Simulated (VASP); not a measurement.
# Ge16H (a cell with a defect) in VASP: relaxation of the atoms with PBE

Aim: the relaxation of the atoms of Ge16H (a cell with a defect) with PBE.

All numbers are computed with VASP 6.6.1; they aren't measurements. Logs are shortened: lines on timing, memory, paths and dates and some standing lists are left out, and cuts for length are marked.

### 1 The cell of the first run

The cell holds a defect, 17 atoms: a = 8.004 Å, b = 8.004 Å, c = 8.004 Å, α = 60.00°, β = 60.00°, γ = 60.00°.

### 2 Relaxation of the atoms, PBE

INCAR

```
ALGO = Normal ; EDIFF = 1E-7
EDIFFG = -0.08 ; ENCUT = 520
GGA = PE ; IBRION = 2
ISIF = 2 ; ISMEAR = -1
KPAR = 2 ; LASPH = T
LCHARG = F ; LREAL = Auto
LWAVE = F ; NELM = 60
NSW = 45 ; PREC = Accurate
SIGMA = 0.05
```

KPOINTS

```
k-points
0
Gamma
  2 2 2
```

POSCAR

```
Ge16H
1.0
    0.0000000000      5.6600000000      5.6600000000
    5.6600000000      0.0000000000      5.6600000000
    5.6600000000      5.6600000000      0.0000000000
Ge H
16 1
Direct
    0.0000000000      0.0000000000      0.0000000000
    0.1250000000      0.1250000000      0.1250000000
    0.0000000000      0.0000000000      0.5000000000
    0.1250000000      0.1250000000      0.6250000000
    0.0000000000      0.5000000000      0.0000000000
    0.1250000000      0.6250000000      0.1250000000
    0.0000000000      0.5000000000      0.5000000000
    0.1250000000      0.6250000000      0.6250000000
    0.5000000000      0.0000000000      0.0000000000
    0.6250000000      0.1250000000      0.1250000000
    0.5000000000      0.0000000000      0.5000000000
    0.6250000000      0.1250000000      0.6250000000
    0.5000000000      0.5000000000      0.0000000000
    0.6250000000      0.6250000000      0.1250000000
    0.5000000000      0.5000000000      0.5000000000
    0.6250000000      0.6250000000      0.6250000000
    0.8857874000      0.3767254000      0.3753268000
```

Potentials or basis: VASP PAW PBE potentials, release 64 (Ge_d, H).

Command:

```sh
> cat potpaw_PBE.64/Ge_d/POTCAR potpaw_PBE.64/H/POTCAR > POTCAR
> mpirun -np 4 vasp_std > vasp.out
```

OUTCAR:

```text
EDIFF = 1E-7
   EDIFFG = -0.08
   ENCUT = 520
   GGA = PE
   IBRION = 2
   ISIF = 2
   ISMEAR = -1
   LASPH = T
   LREAL = Auto
   NELM = 60
   NSW = 45
   PREC = Accurate

 ion  position               nearest neighbor table
   1  0.000  0.000  0.000-   2 2.45   4 2.45   6 2.45  10 2.45
   2  0.125  0.125  0.125-   1 2.45   3 2.45   5 2.45   9 2.45
   3  0.000  0.000  0.500-   2 2.45   4 2.45   8 2.45  12 2.45
   4  0.125  0.125  0.625-   1 2.45   3 2.45   7 2.45  11 2.45
   5  0.000  0.500  0.000-   2 2.45   6 2.45   8 2.45  14 2.45
   6  0.125  0.625  0.125-   1 2.45   5 2.45   7 2.45  13 2.45
[... 8 lines left out ...]
  15  0.500  0.500  0.500-   8 2.45  12 2.45  14 2.45  16 2.45
  16  0.625  0.625  0.625-   7 2.45  11 2.45  13 2.45  15 2.45
  17  0.886  0.377  0.375-

  LATTYP: Found a face centered cubic cell.
 ALAT       =    11.3200000000

  Lattice vectors:

 A1 = (   0.0000000000,   5.6600000000,   5.6600000000)
 A2 = (   5.6600000000,   0.0000000000,   5.6600000000)
 A3 = (   5.6600000000,   5.6600000000,   0.0000000000)

Analysis of symmetry for initial positions (statically):
=====================================================================
 Subroutine PRICEL returns:
 Original cell was already a primitive cell.

 Routine SETGRP: Setting up the symmetry group for a
 face centered cubic supercell.

 Subroutine GETGRP returns: Found  1 space group operations
 (whereof  1 operations were pure point group operations)
 out of a pool of 48 trial point group operations.

The static configuration has the point symmetry C_1 .

Analysis of symmetry for dynamics (positions and initial velocities):
=====================================================================
 Subroutine PRICEL returns:
 Original cell was already a primitive cell.

 Routine SETGRP: Setting up the symmetry group for a
 face centered cubic supercell.

 Subroutine GETGRP returns: Found  1 space group operations
 (whereof  1 operations were pure point group operations)
 out of a pool of 48 trial point group operations.

The dynamic configuration has the point symmetry C_1 .

 Subroutine INISYM returns: Found  1 space group operations
 (whereof  1 operations are pure point group operations),
 and found     1 'primitive' translations

----------------------------------------------------------------------------------------

                                     Primitive cell

  volume of cell :     362.6430

  direct lattice vectors                    reciprocal lattice vectors
     0.000000000  5.660000000  5.660000000    -0.088339223  0.088339223  0.088339223
     5.660000000  0.000000000  5.660000000     0.088339223 -0.088339223  0.088339223
     5.660000000  5.660000000  0.000000000     0.088339223  0.088339223 -0.088339223

  length of vectors
     8.004448763  8.004448763  8.004448763     0.153008022  0.153008022  0.153008022

  position of ions in fractional coordinates (direct lattice)
     0.000000000  0.000000000  0.000000000
     0.125000000  0.125000000  0.125000000
     0.000000000  0.000000000  0.500000000
     0.125000000  0.125000000  0.625000000
     0.000000000  0.500000000  0.000000000
     0.125000000  0.625000000  0.125000000
[... 9 lines left out ...]
     0.625000000  0.625000000  0.625000000
     0.885787400  0.376725400  0.375326800

  ion indices of the primitive-cell ions
   primitive index   ion index
                 1           1
                 2           2
                 3           3
                 4           4
                 5           5
                 6           6
[... 9 lines left out ...]
                16          16
                17          17

----------------------------------------------------------------------------------------

 KPOINTS: k-points

Automatic generation of k-mesh.
 Grid dimensions read from file:
 generate k-points for:    2    2    2

 Generating k-lattice:

  Cartesian coordinates                     Fractional coordinates (reciprocal lattice)
    -0.044169611  0.044169611  0.044169611     0.500000000  0.000000000  0.000000000
     0.044169611 -0.044169611  0.044169611     0.000000000  0.500000000  0.000000000
     0.044169611  0.044169611 -0.044169611     0.000000000  0.000000000  0.500000000

  Length of vectors
     0.076504011  0.076504011  0.076504011

  Shift w.r.t. Gamma in fractional coordinates (k-lattice)
     0.000000000  0.000000000  0.000000000

 Subroutine IBZKPT returns following result:
 ===========================================

 Found      8 irreducible k-points:

 Following reciprocal coordinates:
            Coordinates               Weight
  0.000000  0.000000  0.000000      1.000000
  0.500000  0.000000  0.000000      1.000000
  0.000000  0.500000  0.000000      1.000000
  0.000000  0.000000  0.500000      1.000000
  0.500000  0.500000  0.500000      1.000000
  0.500000  0.500000  0.000000      1.000000
  0.000000  0.500000  0.500000      1.000000
  0.500000  0.000000  0.500000      1.000000
   k-points           NKPTS =      8   k-points in BZ     NKDIM =      8   number of bands    NBANDS=    136
   number of dos      NEDOS =    301   number of ions     NIONS =     17
   total plane-waves  NPLWV = 216000
   dimension x,y,z NGX =    60 NGY =   60 NGZ =   60
   dimension x,y,z NGXF=   120 NGYF=  120 NGZF=  120
   ions per type =              16   1
   NGX,Y,Z   is equivalent  to a cutoff of  12.46, 12.46, 12.46 a.u.
   NGXF,Y,Z  is equivalent  to a cutoff of  24.92, 24.92, 24.92 a.u.
 SYSTEM =  unknown system
   PREC   = accura    normal or accurate (medium, high low for compatibility)
   ISTART =      0    job   : 0-new  1-cont  2-samecut
   ICHARG =      2    charge: 1-file 2-atom 10-const
   ISPIN  =      1    spin polarized calculation?
   LNONCOLLINEAR =      F non collinear calculations
   LSORBIT =      F    spin-orbit coupling
   LASPH  =      T    aspherical Exc in radial PAW
   ENCUT  =  520.0 eV  38.22 Ry    6.18 a.u.  14.88 14.88 14.88*2*pi/ulx,y,z
   NELM   =     60;   NELMIN=  2; NELMDL= -5     # of ELM steps
   EDIFF  = 0.1E-06   stopping-criterion for ELM
   LREAL  =      T    real-space projection
   EDIFFG = -.8E-01   stopping-criterion for IOM
   NSW    =     45    number of steps for IOM
   IBRION =      2    ionic relax: 0-MD 1-quasi-New 2-CG
   NFREE  =      1    steps in history (QN), initial steepest desc. (CG)
   ISIF   =      2    stress and relaxation
   ISYM   =      2    0-nonsym 1-usesym 2-fastsym
   POTIM  = 0.5000    time-step for ionic-motion
   TEBEG  =    0.0;   TEEND  =   0.0 temperature during run
   PSTRESS=    0.0 pullay stress
   NELECT =     225.0000    total number of electrons
   NUPDOWN=      -1.0000    fix difference up-down
   EMIN   =  10.00;   EMAX   =-10.00  energy-range for DOS
   EFERMI =   0.00;   METHOD = LEGACY
   ISMEAR =    -1;   SIGMA  =   0.05  broadening in eV -4-tet -1-fermi 0-gaus
   EFERMI_NEDOS =   21; number of points for ismear=-14 and -15
   IALGO  =     38    algorithm
   IMIX   =      4    mixing-type and parameters
     AMIX     =   0.40;   BMIX     =  1.00
     AMIX_MAG =   1.60;   BMIX_MAG =  1.00
  volume/ion in A,a.u.               =      21.33       143.96
  Fermi-wavevector in a.u.,A,eV,Ry     =   1.396291  2.638607 26.526303  1.949628
  Thomas-Fermi vector in A             =   2.519659
   LORBIT       =      0    0 simple, 1 ext, 2 COOP (PROOUT), +10 PAW based schemes
   GGA     = PE    functional components
   LHFCALC =     F    Hartree Fock is set to
   AEXX    =    0.0000 exact exchange contribution
   IVDW    =     0    specifies the selected vdW correction
   LEPSILON=     F    determine dielectric tensor
   LRPA    =     F    only Hartree local field effects (RPA)
 conjugate gradient relaxation of ions
 non-spin polarized calculation
  energy-cutoff  :      520.00
  volume of cell :      362.64
 maximum number of plane-waves:      9841
 NGX is ok and might be reduce to    60
   NGX = 29   NGY = 29   NGZ = 29

--------------------------------------- Ionic step        1  -------------------------------------------

 number of electron     225.0000168 magnetization

 Free energy of the ion-electron system (eV)
  ---------------------------------------------------
  ext. energy  EPLUGINS =         0.00000000
  ---------------------------------------------------
  free energy    TOTEN  =       -71.87816187 eV

  energy without entropy =      -71.85107970  energy(sigma->0) =      -71.86462078

------------------------ aborting loop because EDIFF is reached ----------------------------------------

  FORCE on cell =-STRESS in cart. coord.  units (eV):
  Direction    XX          YY          ZZ          XY          YZ          ZX
  --------------------------------------------------------------------------------------
  -------------------------------------------------------------------------------------
  Total        8.2067267      8.1991132      8.1968251     -0.0185131     -0.0106187     -0.0168057
  in kB       36.2577844     36.2241477     36.2140389     -0.0817920     -0.0469140     -0.0742483
  external PRESSURE =      36.2319903 kB  Pullay stress =       0.0000000 kB
[... 189 lines left out ...]
  energy  without entropy=      -71.8805777774  energy(sigma->0) =      -71.89380365

--------------------------------------- Ionic step        5  -------------------------------------------

 number of electron     225.0000120 magnetization

 Free energy of the ion-electron system (eV)
  ---------------------------------------------------
  ext. energy  EPLUGINS =         0.00000000
  ---------------------------------------------------
  free energy    TOTEN  =       -71.90855617 eV

  energy without entropy =      -71.88205466  energy(sigma->0) =      -71.89530541

 E-fermi :   4.7851     XC(G=0):  -9.9637

 val. band max:        4.7555241338   @ k =   0.0000   0.5000   0.5000
 cond. band min:       5.0146704668   @ k =   0.0000   0.0000   0.0000
 fundamental gap:      0.2591463330
 Fermi energy:         4.7850799441

 k-point     1 :       0.0000    0.0000    0.0000
  band No.  band energies     occupation
      1     -19.9144      2.00000
      2     -19.9124      2.00000
      3     -19.9110      2.00000
      4     -19.8891      2.00000
      5     -19.8871      2.00000
      6     -19.8838      2.00000
[... 1005 lines left out ...]
    123       9.3246      0.00000
    124       9.3280      0.00000
 [bands above 124 left out]

------------------------ aborting loop because EDIFF is reached ----------------------------------------

  FORCE on cell =-STRESS in cart. coord.  units (eV):
  Direction    XX          YY          ZZ          XY          YZ          ZX
  --------------------------------------------------------------------------------------
  -------------------------------------------------------------------------------------
  Total        8.2442835      8.2449782      8.2451165     -0.0829057     -0.0348521     -0.0746029
  in kB       36.4237127     36.4267818     36.4273930     -0.3662821     -0.1539788     -0.3295998
  external PRESSURE =      36.4259625 kB  Pullay stress =       0.0000000 kB
[... 32 lines left out ...]
  FREE ENERGIE OF THE ION-ELECTRON SYSTEM (eV)
  ---------------------------------------------------
  free  energy   TOTEN  =       -71.9085561676 eV

  energy  without entropy=      -71.8820546563  energy(sigma->0) =      -71.89530541

 reached required accuracy - stopping structural energy minimisation
```

Wall time 10 min (4 MPI ranks of Intel Xeon Platinum 8488C (Sapphire Rapids), shared host); peak memory 0.43 GiB.

Results:

- Free energy: -71.9086 eV
- Energy gained by relaxing: 1.8 meV/atom
- Ionic steps: 5
- Pressure after relaxing: 3.6 GPa
- Largest force after relaxing: 0.048 eV/Å
- Band gap on the k mesh: zero (an odd number of electrons rules out a gap without spin polarisation)

Forces in eV/Å, atoms in the order of the input:
```
Ge   0.016 -0.005 -0.004
Ge  -0.026  0.006  0.006
Ge   0.001  0.006  0.006
Ge  -0.004  0.046  0.000
Ge   0.004  0.007  0.004
Ge  -0.004  0.000  0.048
Ge  -0.028 -0.023 -0.023
Ge  -0.007 -0.023 -0.025
Ge   0.003  0.009  0.010
Ge   0.000  0.000  0.000
Ge  -0.007  0.000  0.018
Ge   0.004  0.003 -0.014
Ge  -0.008  0.018  0.000
Ge   0.004 -0.015  0.003
Ge   0.014 -0.008 -0.008
Ge   0.034 -0.003 -0.002
H    0.003 -0.016 -0.018
```

Step by step:
| step | energy change (eV) | largest force (eV/Å) | pressure (GPa) |
| --- | --- | --- | --- |
| 1 | 0.0000 | 0.4763 | 3.62 |
| 2 | -0.0249 | 0.2036 | 3.63 |
| 3 | -0.0289 | 0.0891 | 3.64 |
| 4 | -0.0289 | 0.0924 | 3.64 |
| 5 | -0.0304 | 0.0483 | 3.64 |

Final structure:
```
Ge H
1.0
     0.00000    5.66000    5.66000
     5.66000    0.00000    5.66000
     5.66000    5.66000    0.00000
Ge H
16 1
Direct
  0.00176 0.99943 0.99943
  0.12466 0.12525 0.12523
  0.99874 0.00481 0.49843
  0.12493 0.12510 0.62503
  0.99869 0.49842 0.00493
  0.12496 0.62505 0.12507
  0.99811 0.49783 0.49779
  0.12494 0.62500 0.62501
  0.49950 0.99950 0.99950
  0.62511 0.12501 0.12500
  0.49948 0.99944 0.50165
  0.62543 0.12534 0.62457
  0.49948 0.50167 0.99944
  0.62541 0.62458 0.12531
  0.50411 0.49879 0.49875
  0.62528 0.62483 0.62485
  0.88519 0.37668 0.37536
```

Caveat: the k points lie up to 0.48 Å⁻¹ apart, too coarse for converged energies and pressures of a metal; an odd number of electrons without spin polarisation forces a metal; a magnetic or distorted state may lie lower; the relaxation stopped at a loose force limit of 0.08 eV/Å, so its end isn't a converged minimum.

The gap in the log of VASP goes by the Fermi energy; the results here count the filled bands.